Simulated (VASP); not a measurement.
# Mo12S in VASP: single point with PBE

Aim: the single point of Mo12S with PBE.

Everything below comes from runs of VASP 6.6.1. Logs are shortened: lines on timing, memory, paths and dates and some standing lists are left out, and cuts for length are marked.

**1. The cell of the first run**

The cell holds a slab with vacuum, 13 atoms: a = 5.474 Å, b = 5.474 Å, c = 19.808 Å, α = 90.00°, β = 90.00°, γ = 109.47°.

**2. Single point, PBE**

Input file INCAR:

```
SYSTEM = Mo12S
  PREC = Accurate
  ENCUT = 520
  EDIFF = 1E-6
  ISMEAR = 0
  SIGMA = 0.1
  LREAL = .FALSE.
  LASPH = .TRUE.
  NELM = 80
  ALGO = Normal
  ISIF = 2
  LWAVE = .FALSE.
  LCHARG = .FALSE.
  LDIPOL = .TRUE.
  IDIPOL = 3
  DIPOL = 0.5 0.5 0.328
  GGA = PE
  NBANDS = 99
```

Input file KPOINTS:

```
regular mesh
0
G
  5 5 1
  0 0 0
```

Input file POSCAR:

```
Mo12S
1.0
    5.4740909335      0.0000000000      0.0000000000
   -1.8246969778      5.1610224265      0.0000000000
    0.0000000000      0.0000000000     19.8082441086
Mo S
12 1
Direct
    0.2500000000      0.2500000000      0.2019361221
    0.2500000000      0.7500000000      0.2019361221
    0.7500000000      0.2500000000      0.2019361221
    0.7500000000      0.7500000000      0.2019361221
    0.0000000000      0.0000000000      0.3106875862
    0.0000000000      0.5000000000      0.3106875862
    0.5000000000      0.0000000000      0.3106875862
    0.5000000000      0.5000000000      0.3106875862
    0.2500000000      0.2500000000      0.4194336491
    0.2500000000      0.7500000000      0.4194336491
    0.7500000000      0.2500000000      0.4194336491
    0.7500000000      0.7500000000      0.4194336491
    0.2500000000      0.2500000000      0.5298957079
```

Potentials or basis: VASP PAW PBE potentials, release 64 (Mo_sv, S).

Started as:

```
$ cat potpaw_PBE.64/Mo_sv/POTCAR potpaw_PBE.64/S/POTCAR > POTCAR
$ mpirun -np 1 vasp_std > vasp.out
```

OUTCAR:

```text
SYSTEM = Mo12S
   PREC = Accurate
   ENCUT = 520
   EDIFF = 1E-6
   ISMEAR = 0
   LREAL = .FALSE.
   LASPH = .TRUE.
   NELM = 80
   ISIF = 2
   GGA = PE

 ion  position               nearest neighbor table
   1  0.250  0.250  0.202-   5 2.67   8 2.67   2 2.74   2 2.74   3 2.74   3 2.74   7 3.10   6 3.10
                             4 3.16   4 3.16
   2  0.250  0.750  0.202-   6 2.67   7 2.67   1 2.74   1 2.74   4 2.74   4 2.74   5 3.10   8 3.10
                             3 3.16   3 3.16
   3  0.750  0.250  0.202-   6 2.67   7 2.67   4 2.74   4 2.74   1 2.74   1 2.74   5 3.10   8 3.10
                             2 3.16   2 3.16
   4  0.750  0.750  0.202-   5 2.67   8 2.67   3 2.74   3 2.74   2 2.74   2 2.74   7 3.10   6 3.10
                             1 3.16   1 3.16
   5  0.000  0.000  0.311-   9 2.67  12 2.67   1 2.67   4 2.67   6 2.74   6 2.74   7 2.74   7 2.74
                            11 3.10  10 3.10   3 3.10   2 3.10   8 3.16   8 3.16
   6  0.000  0.500  0.311-  10 2.67  11 2.67   2 2.67   3 2.67   5 2.74   5 2.74   8 2.74   8 2.74
                             9 3.10  12 3.10   1 3.10   4 3.10   7 3.16   7 3.16
   7  0.500  0.000  0.311-  10 2.67  11 2.67   2 2.67   3 2.67   8 2.74   8 2.74   5 2.74   5 2.74
                             9 3.10  12 3.10   1 3.10   4 3.10   6 3.16   6 3.16
   8  0.500  0.500  0.311-   9 2.67  12 2.67   1 2.67   4 2.67   7 2.74   7 2.74   6 2.74   6 2.74
                            11 3.10  10 3.10   3 3.10   2 3.10   5 3.16   5 3.16
   9  0.250  0.250  0.419-  13 2.19   8 2.67   5 2.67  10 2.74  10 2.74  11 2.74  11 2.74   6 3.10
                             7 3.10  12 3.16  12 3.16
  10  0.250  0.750  0.419-   6 2.67   7 2.67   9 2.74   9 2.74  12 2.74  12 2.74   5 3.10   8 3.10
                            11 3.16  11 3.16
  11  0.750  0.250  0.419-   6 2.67   7 2.67  12 2.74  12 2.74   9 2.74   9 2.74   5 3.10   8 3.10
                            10 3.16  10 3.16
  12  0.750  0.750  0.419-   5 2.67   8 2.67  11 2.74  11 2.74  10 2.74  10 2.74   7 3.10   6 3.10
                             9 3.16   9 3.16
  13  0.250  0.250  0.530-   9 2.19

  LATTYP: Found a base centered orthorhombic cell.
 ALAT       =     6.3209357480
 B/A-ratio  =     1.4142135624
 C/A-ratio  =     3.1337518523

  Lattice vectors:

 A1 = (   5.4740909335,   0.0000000000,   0.0000000000)
 A2 = (  -1.8246969778,   5.1610224265,   0.0000000000)
 A3 = (   0.0000000000,   0.0000000000,  19.8082441086)

Analysis of symmetry for initial positions (statically):
=====================================================================
 Subroutine PRICEL returns:
 Original cell was already a primitive cell.

 Routine SETGRP: Setting up the symmetry group for a
 base centered orthorhombic supercell.

 Subroutine GETGRP returns: Found  4 space group operations
 (whereof  2 operations were pure point group operations)
 out of a pool of  8 trial point group operations.

The static configuration has the point symmetry C_1h.
 The point group associated with its full space group is C_2v.

Analysis of symmetry for dynamics (positions and initial velocities):
[... 151 lines left out ...]
  energy-cutoff  :      520.00
  volume of cell :      559.62
 maximum number of plane-waves:     15102
 NGX is ok and might be reduce to    42
   NGX = 21   NGY = 21   NGZ = 73

 dipolmoment           0.000000      0.000000     -0.047818 electrons x Angstroem

 number of electron     173.9999988 magnetization

 dipolmoment           0.000000      0.000000      0.078479 electrons x Angstroem

 Free energy of the ion-electron system (eV)
  ---------------------------------------------------
  ext. energy  EPLUGINS =         0.00000000
  ---------------------------------------------------
  free energy    TOTEN  =      -126.48644301 eV

  energy without entropy =     -126.40679041  energy(sigma->0) =     -126.44661671

 E-fermi :   1.4074     XC(G=0):  -5.8606

 val. band max:        1.4029267132   @ k =  -0.4000   0.4000   0.0000
 cond. band min:       1.4237835062   @ k =   0.2000   0.2000   0.0000
 fundamental gap:      0.0208567930
 Fermi energy:         1.4073884195

 k-point     1 :       0.0000    0.0000    0.0000
  band No.  band energies     occupation
      1     -59.8371      2.00000
      2     -59.6629      2.00000
      3     -59.6346      2.00000
      4     -59.6215      2.00000
      5     -59.5908      2.00000
      6     -59.5291      2.00000
[... 907 lines left out ...]
     98       2.2502      0.00000
     99       2.3694      0.00000

------------------------ aborting loop because EDIFF is reached ----------------------------------------

 vacuum level on the upper side and lower side of the slab       (xc-potential included)         0.161        -0.251

  FORCE on cell =-STRESS in cart. coord.  units (eV):
  Direction    XX          YY          ZZ          XY          YZ          ZX
  --------------------------------------------------------------------------------------
  -------------------------------------------------------------------------------------
  Total       -9.0416526     -8.9321494      2.2081121      0.1548608      0.0000000      0.0000000
  in kB      -25.8859831    -25.5724789      6.3217596      0.4433619      0.0000000      0.0000000
  external PRESSURE =     -15.0455675 kB  Pullay stress =       0.0000000 kB

 VOLUME and BASIS-vectors are now :
 -----------------------------------------------------------------------------
  energy-cutoff  :      520.00
  volume of cell :      559.62
      direct lattice vectors                 reciprocal lattice vectors
     5.474090934  0.000000000  0.000000000     0.182678734  0.064586686  0.000000000
    -1.824696978  5.161022426  0.000000000     0.000000000  0.193760057  0.000000000
     0.000000000  0.000000000 19.808244109     0.000000000  0.000000000  0.050484031

 POSITION                                       TOTAL-FORCE (eV/Angst)
 -----------------------------------------------------------------------------------
      0.91235      1.29026      4.00000        -0.000000      0.000000      0.057579
      0.00000      3.87077      4.00000        -0.000000      0.000000     -0.160011
      3.64939      1.29026      4.00000        -0.000000     -0.000000     -0.160011
      2.73705      3.87077      4.00000        -0.000000      0.000000      0.320211
      0.00000      0.00000      6.15418        -0.205046     -0.289979     -0.625294
     -0.91235      2.58051      6.15418         0.067739     -0.047898      0.023502
      2.73705      0.00000      6.15418        -0.067739      0.047898      0.023502
      1.82470      2.58051      6.15418         0.205046      0.289979     -0.625294
      0.91235      1.29026      8.30824        -0.000000      0.000000      1.226543
      0.00000      3.87077      8.30824        -0.000000     -0.000000      0.190919
      3.64939      1.29026      8.30824        -0.000000     -0.000000      0.190919
      2.73705      3.87077      8.30824        -0.000000     -0.000000     -0.437725
      0.91235      1.29026     10.49630        -0.000000      0.000000     -0.024837
 -----------------------------------------------------------------------------------
    total drift:                                0.000000      0.000000      0.001291

  FREE ENERGIE OF THE ION-ELECTRON SYSTEM (eV)
  ---------------------------------------------------
  free  energy   TOTEN  =      -126.4864430131 eV

  energy  without entropy=     -126.4067904134  energy(sigma->0) =     -126.44661671

 vacuum level on the upper side and lower side of the slab         6.487         5.991
```

OSZICAR:

```text
N       E                     dE             d eps       ncg     rms          rms(c)
DAV:   1     0.190875543222E+04    0.19088E+04   -0.11006E+05  2286   0.160E+03
DAV:   2    -0.461484770749E+02   -0.19549E+04   -0.19209E+04  2071   0.472E+02
DAV:   3    -0.131561546728E+03   -0.85413E+02   -0.82303E+02  2401   0.792E+01
[... 24 lines left out ...]
DAV:  28    -0.126486421737E+03   -0.12929E-04   -0.44071E-07  1204   0.187E-03    0.200E-03
DAV:  29    -0.126486437147E+03   -0.15410E-04   -0.73323E-07  1228   0.210E-03    0.127E-03
DAV:  30    -0.126486441027E+03   -0.38791E-05   -0.21862E-07  1132   0.110E-03    0.722E-04
DAV:  31    -0.126486442368E+03   -0.13417E-05   -0.12755E-07  1076   0.780E-04    0.394E-04
DAV:  32    -0.126486443013E+03   -0.64489E-06   -0.10354E-07  1084   0.529E-04
   1 F= -.12648644E+03 E0= -.12644662E+03  d E =-.796526E-01
```

stdout:

```text
POSCAR found type information on POSCAR MoS
 POSCAR found :  2 types and      13 ions
 scaLAPACK will be used
 LDA part: xc-table for (Slater+PW92), standard interpolation
 POSCAR, INCAR and KPOINTS ok, starting setup
 FFT: planning ... GRIDC
 FFT: planning ... GRID_SOFT
 FFT: planning ... GRID
 WAVECAR not read
 entering main loop
```

Wall time 54 min (1 thread of Intel Xeon 8259CL, shared host); peak memory 0.75 GiB.

What came out:

```
Free energy            : -126.4864 eV
Largest force          : 1.227 eV/Å
Band gap on the k mesh : zero (bands 87 and 88 overlap by 1.47 eV)
```

Forces in eV/Å, atoms in the order of the input:
```
Mo   0.000  0.000  0.058
Mo   0.000  0.000 -0.160
Mo   0.000  0.000 -0.160
Mo   0.000  0.000  0.320
Mo  -0.205 -0.290 -0.625
Mo   0.068 -0.048  0.024
Mo  -0.068  0.048  0.024
Mo   0.205  0.290 -0.625
Mo   0.000  0.000  1.227
Mo   0.000  0.000  0.191
Mo   0.000  0.000  0.191
Mo   0.000  0.000 -0.438
S    0.000  0.000 -0.025
```

The gap in the log of VASP goes by the Fermi energy; the results here count the filled bands.